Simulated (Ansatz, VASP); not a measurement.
**TaN in VASP and in Ansatz**

INCAR

```
SYSTEM = TaN
  PREC = Accurate
  ENCUT = 520
  EDIFF = 1E-7
  ISMEAR = 0
  SIGMA = 0.05
  LREAL = .FALSE.
  LASPH = .TRUE.
  NELM = 150
  ALGO = Normal
  ISIF = 2
  LWAVE = .FALSE.
  LCHARG = .FALSE.
  ISPIN = 2
  MAGMOM = 2 2 2 0 0 0
  LORBIT = 11
  LMAXMIX = 4
  LDAU = .TRUE.
  LDAUTYPE = 2
  LDAUL = 2 -1
  LDAUU = 3 0
  LDAUJ = 0 0
  LDAUPRINT = 1
  GGA = CA
  NBANDS = 37
```

File KPOINTS:

```
Automatic mesh
0
G
  4 4 6
  0 0 0
```

File POSCAR:

```
TaN
1.0
    5.1960001500      0.0000000000      0.0000000000
   -2.5980000800      4.4998681300      0.0000000000
    0.0000000000      0.0000000000      2.9109996000
Ta N
3 3
Direct
    0.3333333333      0.6666666667      0.5000000000
    0.6666666667      0.3333333333      0.5000000000
    0.0000000000      0.0000000000      0.0000000000
    0.3928500000      0.0000000000      0.0000000000
    0.6071500000      0.6071500000      0.0000000000
    0.0000000000      0.3928500000      0.0000000000
```

Input for Ansatz:

```yaml
crystal:
  lattice:
    - [5.19600015, 0.0, 0.0]
    - [-2.59800008, 4.49986813, 0.0]
    - [0.0, 0.0, 2.9109996]
  atoms:
    - { symbol: Ta, position: [0.3333333333, 0.6666666667, 0.5], spin: 2.0 }
    - { symbol: Ta, position: [0.6666666667, 0.3333333333, 0.5], spin: 2.0 }
    - { symbol: Ta, position: [0.0, 0.0, 0.0], spin: 2.0 }
    - { symbol: "N", position: [0.39285, 0.0, 0.0] }
    - { symbol: "N", position: [0.60715, 0.60715, 0.0] }
    - { symbol: "N", position: [0.0, 0.39285, 0.0] }
basis:
  ecutwfc: 420
  ecutrho_ratio: 4
kpoints:
  mp_grid: { grid: [4, 4, 6] }
hamiltonian:
  xc: lda
  hubbard:
    sites:
      - { site: 0, l: d, u_eff: 3.0 }
      - { site: 1, l: d, u_eff: 3.0 }
      - { site: 2, l: d, u_eff: 3.0 }
scf:
  occupations: { method: gaussian, width: 0.05 }
output:
  forces: true
  stress: true
  eigenvalues: true
  populations: true
  hubbard: { sites: [{ site: 0, l: d }, { site: 1, l: d }, { site: 2, l: d }] }
  write_density: true
  write_potential: true
  elf: true
  volumetric_format: npy
magnetization:
  spin_polarized: true
```

Alike in both runs: task single point; functional LDA; k mesh 4 × 4 × 6; occupations gaussian, width 0.05 eV; collinear spin; Hubbard terms Ta d U = 3.0 eV.

|  | VASP | Ansatz |
| --- | --- | --- |
| version | VASP 6.6.1 | Ansatz 0.2.0 |
| potentials or method | VASP PAW LDA potentials, release 64 (Ta_pv, N), cutoff 520 eV | scalar-relativistic, plane waves, PAW |
| valence electrons in the cell | 48 | 54 |

```tsv
	VASP	Ansatz	Ansatz less VASP
gap on the k mesh at the Fermi level (eV)	none	none	-
pressure (GPa)	0.7	-7.3	-8.01
traceless stress, the component that is largest in VASP (GPa)	-0.09	-0.91	-0.822
rms of the force components (eV/Å)	0.062	0.021	-0.0410
net moment per atom (μB)	0.00	0.00	0.000
```

LDA's correlation is that of Perdew and Zunger in VASP and of Perdew and Wang (1992) in Ansatz. The programs project onto different local orbitals, so the same U acts differently, and such runs can settle in different states. Atom by atom the forces differ by 0.083 eV/Å (rms over components). A gap of «none» marks a metal or a gap that the smearing closes. VASP's potentials hold 48 valence electrons a cell and Ansatz's 54, so a difference there can come from the potentials and not from the codes. Ansatz's warnings: filled band counts differ across k points, seeded moment not kept.

Neither program's run includes spin-orbit coupling.
